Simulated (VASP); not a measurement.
## Bi: relaxation of shape and atoms at fixed volume with PBEsol

Bi:

```
CELL_PARAMETERS angstrom
2.22514 1.28469 4.12626
-2.22514 1.28469 4.12626
0.00000 -2.56937 4.12626
ATOMIC_POSITIONS crystal
Bi 0.22754 0.22754 0.22754
Bi 0.77246 0.77246 0.77246
```

```json
{
  "Program": "VASP 6.6.1",
  "Task": "relaxation of shape and atoms at fixed volume",
  "Functional": "PBEsol",
  "Potentials or basis": "VASP PAW PBE potentials, release 64 (Bi_d)",
  "Cutoff": "600 eV",
  "k mesh": "10 × 10 × 10",
  "Occupations": "gaussian, width 0.05 eV",
  "Spin": "no spin polarisation",
  "Dipole correction": "no",
  "Further INCAR settings": "ALGO = Fast; EDIFF = 1e-06; IBRION = 2; EDIFFG = -0.02; NSW = 60; ISIF = 4"
}
```

| Quantity | Value |
| --- | --- |
| Energy gained by relaxing | 40.1 meV/atom |
| Ionic steps | 8 |
| Pressure after relaxing | -0.9 GPa |
| Largest force after relaxing | 0.014 eV/Å |
| Band gap on the k mesh | zero (bands 15 and 16 overlap by 0.22 eV) |

Forces in eV/Å, atoms in the order of the input:
```
Bi   0.000  0.000  0.014
Bi   0.000  0.000 -0.014
```

Step by step:
```
step  energy change (eV)  largest force (eV/Å)  pressure (GPa)  volume (Å³)
   1              0.0000                0.8297            1.81        70.77
   2             -0.0522                0.3957            0.52        70.77
   3             -0.0736                0.0387           -0.70        70.77
   4             -0.0777                0.0059           -0.77        70.77
   5             -0.0799                0.0252           -0.85        70.77
   6             -0.0800                0.0357           -0.88        70.77
   7             -0.0800                0.0310           -0.87        70.77
   8             -0.0801                0.0143           -0.95        70.77
```

Final structure:
```
Bi
1.0
     2.27402    1.31290    3.95080
    -2.27402    1.31290    3.95080
     0.00000   -2.62581    3.95080
Bi
2
Direct
  0.23496 0.23496 0.23496
  0.76504 0.76504 0.76504
```

Levels at points of the mesh, in eV from the Fermi level:
| k point | band 13 | band 14 | band 15 | band 16 | band 17 | band 18 |
| --- | --- | --- | --- | --- | --- | --- |
| (0.00, 0.00, 0.00) | -1.43 | -1.13 | -1.13 | 2.61 | 3.02 | 3.02 |
| (0.50, 0.00, 0.00) | -1.23 | -1.05 | -0.23 | -0.22 | 0.52 | 1.01 |
| (0.50, 0.50, 0.00) | -4.63 | -2.97 | -2.82 | 2.43 | 4.96 | 5.41 |
| (0.50, 0.50, 0.50) | -0.86 | -0.50 | -0.50 | 0.71 | 0.71 | 0.73 |

It took 8.7 min on 1 thread of Intel(R) Xeon(R) 6975P-C (Granite Rapids), with other jobs on the host, peak memory 0.35 GiB.

Caveat: the PAW data sets were made with another functional, which shifts forces and pressure a little; spin-orbit coupling is left out, which moves the levels of the heavy elements.
